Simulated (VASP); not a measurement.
The system is Ta2Tl.

```
Ta Tl
1.0
     3.97100    0.00000    0.00000
    -1.98550    3.43899    0.00000
     0.00000    0.00000    4.28763
Ta Tl
2 1
Cartesian
  0.0000 2.2927 2.1438
  1.9855 1.1463 2.1438
  0.0000 0.0000 0.0000
```

```yaml
Program: VASP 6.6.1
Task: relaxation of cell and atoms
Functional: PBE
Potentials_or_basis: VASP PAW PBE potentials, release 64 (Ta_pv, Tl_d)
Cutoff: 600 eV
k_mesh: 6 × 6 × 4
Occupations: gaussian, width 0.1 eV
Spin: no spin polarisation
```

At the start: pressure 36.0 GPa; volume 19.52 Å³/atom.

Problem. How do energy, volume and symmetry change on relaxing?

Solution. Over 15 steps the energy falls by 1401.7 meV/atom and the volume is 20.08 Å³/atom (+2.9 %); space group P6/mmm (No. 191, to 0.05 Å).

Step by step:
```
step  energy change (eV)  largest force (eV/Å)  pressure (GPa)  volume (Å³)
   1              0.0000                0.0000           35.98        58.55
   2             -0.0072                0.0000          -18.25       101.14
   3             -2.3100                0.0000           -7.09        76.12
   4             -2.3216                0.0000           -5.80        75.03
   5             -2.3225                0.0000           -5.28        74.62
   6             -2.9573                0.0000           -4.80        69.10
   7             -3.3998                0.0000           -1.30        63.97
   8             -3.5507                0.0000           25.26        52.76
   9             -3.7245                0.0000            2.19        60.98
  10             -4.0415                0.0000            9.88        56.95
  11             -4.0519                0.0000            3.95        58.78
  12             -4.1604                0.0000            5.93        57.94
  13             -4.2042                0.0000            0.06        60.27
  14             -4.2043                0.0000            0.32        60.15
  15             -4.2050                0.0000            0.07        60.24
```

Final structure:
```
Ta Tl
1.0
     4.84968    0.00000    0.00000
    -2.42484    4.19994    0.00000
     0.00000    0.00000    2.95776
Ta Tl
2 1
Direct
  0.33333 0.66667 0.50000
  0.66667 0.33333 0.50000
  0.00000 0.00000 0.00000
```

Caveat: the k points lie up to 0.53 Å⁻¹ apart in the final cell.
